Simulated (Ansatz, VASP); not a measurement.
# One calculation of AlAs, two programs

```
CELL_PARAMETERS angstrom
0.00000 2.83895 2.83895
2.83895 0.00000 2.83895
2.83895 2.83895 0.00000
ATOMIC_POSITIONS crystal
Al 0.00000 0.00000 0.00000
As 0.25000 0.25000 0.25000
```

Alike in both runs: functional r2SCAN; k mesh 8 × 8 × 8; occupations gaussian, width 0.02 eV; no spin polarisation.

Ansatz relaxed the structure, and its values are those at the end. VASP's run is a single point on that final structure, the one shown.

```csv
,VASP,Ansatz
version,VASP 6.6.1,Ansatz 0.2.0
potentials or method,"VASP PAW PBE potentials, release 64 (Al, As), cutoff 550 eV","scalar-relativistic, plane waves, PAW"
valence electrons in the cell,8,18
```

```csv
,VASP,Ansatz,Ansatz less VASP
gap on the k mesh at the Fermi level (eV),1.81,1.81,+0.009
least direct gap on the mesh (eV),2.63,2.63,+0.001
pressure (GPa),0.0,0.0,+0.04
```

VASP's potentials were made for PBE, not for r2SCAN. VASP's potentials hold 8 valence electrons a cell and Ansatz's 18, so a difference there can come from the potentials and not from the codes.
